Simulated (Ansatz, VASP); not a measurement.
**TaN: VASP beside Ansatz**

```
CELL_PARAMETERS angstrom
2.93800 0.00000 0.00000
-1.46900 2.54438 0.00000
0.00000 0.00000 2.88300
ATOMIC_POSITIONS crystal
Ta 0.33333 0.66667 0.50000
N 0.00000 0.00000 0.00000
```

Alike in both runs: task relaxation of cell and atoms; functional PBE; k mesh 10 × 10 × 9; occupations fermi-dirac, width 0.05 eV; no spin polarisation; Hubbard terms Ta d U = 4.0 eV.

```csv
,VASP,Ansatz
version,VASP 6.6.1,Ansatz 0.2.0
potentials or method,"VASP PAW PBE potentials, release 64 (Ta_sv_GW, N)",Ansatz PAW
plane-wave cutoff (eV),600,420
valence electrons in the cell,18,18
```

VASP gave:

```
gap on the k mesh at the Fermi level, each at its own relaxed structure (eV) : none
relaxed volume (Å³/atom)                                                     : 11.34
relaxed cell length with the largest relative difference (Å)                 : 2.935
```

**Question.** Estimate Ansatz's values.

**Answer.** gap on the k mesh at the Fermi level, each at its own relaxed structure (eV): none; relaxed volume (Å³/atom): 11.04; relaxed cell length with the largest relative difference (Å): 2.902.

The programs project onto different local orbitals, so the same U acts differently, and such runs can settle in different states. A gap of «none» marks a metal or a gap that the smearing closes.

Spin-orbit coupling is off throughout. Noted on Ansatz's run: the plane-wave basis is chosen anew once the cell has moved, so the energies of steps on either side of that aren't comparable.
